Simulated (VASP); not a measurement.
# HfN (P6_3/mmc) in VASP: a series of runs

Runs on HfN. Level: LDA. Tasks: single point.

Program: VASP 6.6.1. These are calculated values, not measurements. Logs are shortened: lines on timing, memory, paths and dates and some standing lists are left out, and cuts for length are marked.

## (1) The cell of the first run

Symmetry: P6_3/mmc, No. 194, hexagonal system. The conventional cell has a = 3.048 Å, b = 3.048 Å, c = 5.268 Å, α = 90.00°, β = 90.00°, γ = 120.00°. Hf (site symmetry -6m2) has 6 N at 2.20 Å within 2.9 Å. N (site symmetry -3m) has 6 Hf at 2.20 Å and 2 N at 2.63 Å within 2.9 Å.

## (2) Single point, LDA

INCAR reads:

```
SYSTEM = HfN
ALGO     = Normal         ! electronic algorithm
EDIFF    = 1E-6           ! SCF threshold, eV
ENCUT    = 520            ! plane-wave cutoff, eV
ISIF     = 2              ! what is computed and relaxed
ISMEAR   = 1              ! smearing method
LASPH    = .True.         ! aspherical terms in the spheres
LCHARG   = .False.        ! write CHGCAR
LREAL    = .False.        ! projectors in reciprocal space
LWAVE    = .False.        ! write WAVECAR
NBANDS   = 23             ! bands
NELM     = 60             ! most SCF steps
PREC     = Accurate       ! precision mode
SIGMA    = 0.1            ! smearing width, eV
```

KPOINTS reads:

```
k-points
0
Gamma
  8 8 4
  0 0 0
```

POSCAR reads:

```
HfN
1.0
    3.0480058484      0.0000000000      0.0000000000
   -1.5239980612      2.6396449779      0.0000000000
    0.0000000000      0.0000000000      5.2682899762
Hf N
2 2
Direct
    0.6666666667      0.3333333333      0.7500000000
    0.3333333333      0.6666666667      0.2500000000
    0.0000000000      0.0000000000      0.0000000000
    0.0000000000      0.0000000000      0.5000000000
```

Potentials or basis: VASP PAW LDA potentials, release 64 (Hf_pv, N).

The run is started by

```sh
cat potpaw_LDA.64/Hf_pv/POTCAR potpaw_LDA.64/N/POTCAR > POTCAR
mpirun -np 1 vasp_std > vasp.out
```

OUTCAR:

```text
SYSTEM = HfN
   EDIFF = 1E-6
   ENCUT = 520
   ISIF = 2
   ISMEAR = 1
   LASPH = .True.
   LREAL = .False.
   NELM = 60
   PREC = Accurate

 ion  position               nearest neighbor table
   1  0.667  0.333  0.750-   3 2.20   4 2.20   3 2.20   4 2.20   3 2.20   4 2.20   2 3.17   2 3.17
                             2 3.17   2 3.17   2 3.17   2 3.17
   2  0.333  0.667  0.250-   3 2.20   4 2.20   3 2.20   4 2.20   3 2.20   4 2.20   1 3.17   1 3.17
                             1 3.17   1 3.17   1 3.17   1 3.17
   3  0.000  0.000  0.000-   2 2.20   1 2.20   2 2.20   1 2.20   1 2.20   2 2.20
   4  0.000  0.000  0.500-   2 2.20   1 2.20   2 2.20   1 2.20   1 2.20   2 2.20

  LATTYP: Found a hexagonal cell.
 ALAT       =     3.0480058484
 C/A-ratio  =     1.7284382768

  Lattice vectors:

 A1 = (   3.0480058484,   0.0000000000,   0.0000000000)
 A2 = (  -1.5239980612,   2.6396449779,   0.0000000000)
 A3 = (   0.0000000000,   0.0000000000,   5.2682899762)

Analysis of symmetry for initial positions (statically):
=====================================================================
 Subroutine PRICEL returns:
 Original cell was already a primitive cell.

 Routine SETGRP: Setting up the symmetry group for a
 hexagonal supercell.

 Subroutine GETGRP returns: Found 24 space group operations
 (whereof 12 operations were pure point group operations)
 out of a pool of 24 trial point group operations.

The static configuration has the point symmetry D_3d.
 The point group associated with its full space group is D_6h.

Analysis of symmetry for dynamics (positions and initial velocities):
=====================================================================
 Subroutine PRICEL returns:
 Original cell was already a primitive cell.

 Routine SETGRP: Setting up the symmetry group for a
 hexagonal supercell.

 Subroutine GETGRP returns: Found 24 space group operations
 (whereof 12 operations were pure point group operations)
 out of a pool of 24 trial point group operations.

The dynamic configuration has the point symmetry D_3d.
 The point group associated with its full space group is D_6h.

 Subroutine INISYM returns: Found 24 space group operations
 (whereof 12 operations are pure point group operations),
 and found     1 'primitive' translations

----------------------------------------------------------------------------------------

                                     Primitive cell

  volume of cell :      42.3868

  direct lattice vectors                    reciprocal lattice vectors
     3.048005848  0.000000000  0.000000000     0.328083360  0.189418808  0.000000000
    -1.523998061  2.639644978  0.000000000     0.000000000  0.378838824  0.000000000
     0.000000000  0.000000000  5.268289976     0.000000000  0.000000000  0.189814912

  length of vectors
     3.048005848  3.047998638  5.268289976     0.378837928  0.378838824  0.189814912

  position of ions in fractional coordinates (direct lattice)
     0.666666667  0.333333333  0.750000000
     0.333333333  0.666666667  0.250000000
     0.000000000  0.000000000  0.000000000
     0.000000000  0.000000000  0.500000000

  ion indices of the primitive-cell ions
   primitive index   ion index
                 1           1
                 2           2
                 3           3
                 4           4

----------------------------------------------------------------------------------------

 KPOINTS: k-points

Automatic generation of k-mesh.
 Grid dimensions read from file:
 generate k-points for:    8    8    4

 Generating k-lattice:

  Cartesian coordinates                     Fractional coordinates (reciprocal lattice)
     0.041010420  0.023677351  0.000000000     0.125000000  0.000000000  0.000000000
     0.000000000  0.047354853  0.000000000     0.000000000  0.125000000  0.000000000
     0.000000000  0.000000000  0.047453728     0.000000000  0.000000000  0.250000000

  Length of vectors
     0.047354741  0.047354853  0.047453728

  Shift w.r.t. Gamma in fractional coordinates (k-lattice)
     0.000000000  0.000000000  0.000000000

 Subroutine IBZKPT returns following result:
 ===========================================

 Found     30 irreducible k-points:

 Following reciprocal coordinates:
            Coordinates               Weight
  0.000000  0.000000  0.000000      1.000000
  0.125000  0.000000  0.000000      6.000000
  0.250000  0.000000  0.000000      6.000000
  0.375000  0.000000  0.000000      6.000000
  0.500000  0.000000  0.000000      3.000000
  0.125000  0.125000  0.000000      6.000000
[... 16 lines left out ...]
  0.250000  0.000000  0.500000      6.000000
  0.375000  0.000000  0.500000      6.000000
 [... further k-points ...]
   k-points           NKPTS =     30   k-points in BZ     NKDIM =     30   number of bands    NBANDS=     23
   number of dos      NEDOS =    301   number of ions     NIONS =      4
   total plane-waves  NPLWV =  23040
   dimension x,y,z NGX =    24 NGY =   24 NGZ =   40
   dimension x,y,z NGXF=    48 NGYF=   48 NGZF=   80
   ions per type =               2   2
   NGX,Y,Z   is equivalent  to a cutoff of  13.09, 13.09, 12.62 a.u.
   NGXF,Y,Z  is equivalent  to a cutoff of  26.18, 26.18, 25.24 a.u.
 SYSTEM =  HfN
   PREC   = accura    normal or accurate (medium, high low for compatibility)
   ISTART =      0    job   : 0-new  1-cont  2-samecut
   ICHARG =      2    charge: 1-file 2-atom 10-const
   ISPIN  =      1    spin polarized calculation?
   LNONCOLLINEAR =      F non collinear calculations
   LSORBIT =      F    spin-orbit coupling
   LASPH  =      T    aspherical Exc in radial PAW
   ENCUT  =  520.0 eV  38.22 Ry    6.18 a.u.   5.67  5.67  9.80*2*pi/ulx,y,z
   NELM   =     60;   NELMIN=  2; NELMDL= -5     # of ELM steps
   EDIFF  = 0.1E-05   stopping-criterion for ELM
   LREAL  =      F    real-space projection
   EDIFFG = 0.1E-04   stopping-criterion for IOM
   NSW    =      0    number of steps for IOM
   IBRION =     -1    ionic relax: 0-MD 1-quasi-New 2-CG
   NFREE  =      0    steps in history (QN), initial steepest desc. (CG)
   ISIF   =      2    stress and relaxation
   ISYM   =      2    0-nonsym 1-usesym 2-fastsym
   POTIM  = 0.5000    time-step for ionic-motion
   TEBEG  =    0.0;   TEEND  =   0.0 temperature during run
   PSTRESS=    0.0 pullay stress
   NELECT =      30.0000    total number of electrons
   NUPDOWN=      -1.0000    fix difference up-down
   EMIN   =  10.00;   EMAX   =-10.00  energy-range for DOS
   EFERMI =   0.00;   METHOD = LEGACY
   ISMEAR =     1;   SIGMA  =   0.10  broadening in eV -4-tet -1-fermi 0-gaus
   EFERMI_NEDOS =   21; number of points for ismear=-14 and -15
   IALGO  =     38    algorithm
   IMIX   =      4    mixing-type and parameters
     AMIX     =   0.40;   BMIX     =  1.00
     AMIX_MAG =   1.60;   BMIX_MAG =  1.00
  volume/ion in A,a.u.               =      10.60        71.51
  Fermi-wavevector in a.u.,A,eV,Ry     =   1.458943  2.757002 28.960191  2.128514
  Thomas-Fermi vector in A             =   2.575568
   LORBIT       =      0    0 simple, 1 ext, 2 COOP (PROOUT), +10 PAW based schemes
   GGA     = CA    functional components
   LHFCALC =     F    Hartree Fock is set to
   AEXX    =    0.0000 exact exchange contribution
   IVDW    =     0    specifies the selected vdW correction
   LEPSILON=     F    determine dielectric tensor
   LRPA    =     F    only Hartree local field effects (RPA)
 non-spin polarized calculation
 Methfessel and Paxton  Order N= 1 SIGMA  =   0.10
  energy-cutoff  :      520.00
  volume of cell :       42.39
 maximum number of plane-waves:      1184
 NGX is ok and might be reduce to    24
   NGX = 11   NGY = 11   NGZ = 19

 number of electron      30.0000000 magnetization

 Free energy of the ion-electron system (eV)
  ---------------------------------------------------
  ext. energy  EPLUGINS =         0.00000000
  ---------------------------------------------------
  free energy    TOTEN  =       -47.46764581 eV

  energy without entropy =      -47.46209258  energy(sigma->0) =      -47.46579474

 E-fermi :   8.3751     XC(G=0): -13.4241

 val. band max:        8.3739238230   @ k =   0.2500   0.2500   0.5000
 cond. band min:       8.3780937462   @ k =   0.5000   0.0000   0.5000
 fundamental gap:      0.0041699233
 Fermi energy:         8.3751285890

 k-point     1 :       0.0000    0.0000    0.0000
  band No.  band energies     occupation
      1     -22.9833      2.00000
      2     -21.7785      2.00000
      3     -21.6799      2.00000
      4     -21.6799      2.00000
      5     -21.6005      2.00000
      6     -21.6004      2.00000
[... 15 lines left out ...]
     22      14.7554      0.00000
     23      14.7554      0.00000

 k-point     2 :       0.1250    0.0000    0.0000
  band No.  band energies     occupation
      1     -22.9073      2.00000
      2     -21.8680      2.00000
      3     -21.7852      2.00000
      4     -21.7739      2.00000
      5     -21.7366      2.00000
      6     -21.6167      2.00000
[... 15 lines left out ...]
     22      14.2221      0.00000
     23      14.6899      0.00000

 k-point     3 :       0.2500    0.0000    0.0000
  band No.  band energies     occupation
      1     -22.7058      2.00000
      2     -22.3187      2.00000
      3     -22.1458      2.00000
      4     -21.8550      2.00000
      5     -21.8162      2.00000
      6     -21.6720      2.00000
[... 15 lines left out ...]
     22      14.3788      0.00000
     23      14.6764      0.00000
[... 495 lines left out ...]
 k-point    23 :       0.2500    0.0000    0.5000
  band No.  band energies     occupation
      1     -22.4871      2.00000
      2     -22.4871      2.00000
      3     -22.0148      2.00000
      4     -22.0148      2.00000
      5     -21.7644      2.00000
      6     -21.7644      2.00000
[... 15 lines left out ...]
     22      14.2554      0.00000
     23      15.5401      0.00000

 k-point    24 :       0.3750    0.0000    0.5000
  band No.  band energies     occupation
      1     -22.7454      2.00000
      2     -22.7454      2.00000
      3     -22.0352      2.00000
      4     -22.0352      2.00000
      5     -21.8502      2.00000
      6     -21.8502      2.00000
[... 15 lines left out ...]
     22      14.7188      0.00000
     23      16.5359      0.00000

 [... further k-points ...]
[... 5 lines left out ...]
  --------------------------------------------------------------------------------------
  -------------------------------------------------------------------------------------
  Total        4.1412495      4.1412322      4.4257160      0.0000076     -0.0000000      0.0000000
  in kB      156.5348331    156.5341787    167.2873626      0.0002884     -0.0000000      0.0000000
  external PRESSURE =     160.1187914 kB  Pullay stress =       0.0000000 kB

 VOLUME and BASIS-vectors are now :
 -----------------------------------------------------------------------------
  energy-cutoff  :      520.00
  volume of cell :       42.39
      direct lattice vectors                 reciprocal lattice vectors
     3.048005848  0.000000000  0.000000000     0.328083360  0.189418808  0.000000000
    -1.523998061  2.639644978  0.000000000     0.000000000  0.378838824  0.000000000
     0.000000000  0.000000000  5.268289976     0.000000000  0.000000000  0.189814912

 POSITION                                       TOTAL-FORCE (eV/Angst)
 -----------------------------------------------------------------------------------
      1.52400      0.87988      3.95122         0.000000     -0.000000      0.000000
      0.00000      1.75976      1.31707        -0.000000      0.000000      0.000000
      0.00000      0.00000      0.00000        -0.000000      0.000000      0.000000
      0.00000      0.00000      2.63414        -0.000000      0.000000      0.000000
 -----------------------------------------------------------------------------------
    total drift:                               -0.000000      0.000000     -0.000000

  FREE ENERGIE OF THE ION-ELECTRON SYSTEM (eV)
  ---------------------------------------------------
  free  energy   TOTEN  =       -47.4676458130 eV

  energy  without entropy=      -47.4620925841  energy(sigma->0) =      -47.46579474
```

It took 14 s on 1 thread of AMD EPYC 9R45 (Zen 5), shared host; peak memory 0.12 GiB.

What came out:

| Quantity | Value |
| --- | --- |
| Free energy | -47.4676 eV |
| Pressure | 16.0 GPa |
| Band gap on the k mesh | zero (bands 15 and 16 overlap by 2.55 eV) |

Caveat: the cell stands under pressure; spin-orbit coupling is left out, which moves the levels of the heavy elements.

[end of part 1 of 2]

The gap in the log of VASP goes by the Fermi energy; the results here count the filled bands.